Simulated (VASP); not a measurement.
CsCl:

```
Cs Cl
1.0
     4.14068    0.00000    0.00000
     0.00000    4.14068    0.00000
     0.00000    0.00000    4.14068
Cs Cl
1 1
Cartesian
  0.0000 0.0000 0.0000
  2.0703 2.0703 2.0703
```

Base run:

```yaml
Program: VASP 6.6.1
Functional: PBE
Potentials_or_basis: VASP PAW PBE potentials, release 64 (Cs_sv, Cl)
Cutoff: 500 eV
k_mesh: 6 × 6 × 6
Occupations: gaussian, width 0.01 eV
Spin: no spin polarisation
```

Its results: band gap on the k mesh 5.20 eV, direct; pressure 0.8 GPa.

Task: The run is repeated on the same cell with these changes: functional from PBE to r2SCAN; cutoff from 500 eV to 550 eV. What comes out?

Result: Band gap on the k mesh 5.91 eV, direct; pressure 0.0 GPa.

r2SCAN gives the wider gap, since meta-GGAs in the generalised Kohn-Sham scheme recover part of the derivative discontinuity.

Caveats: spin-orbit coupling is left out, which moves the levels of the heavy elements; the PAW data sets were made with another functional, which shifts forces and pressure a little (some runs).

A k mesh can miss the band edges.
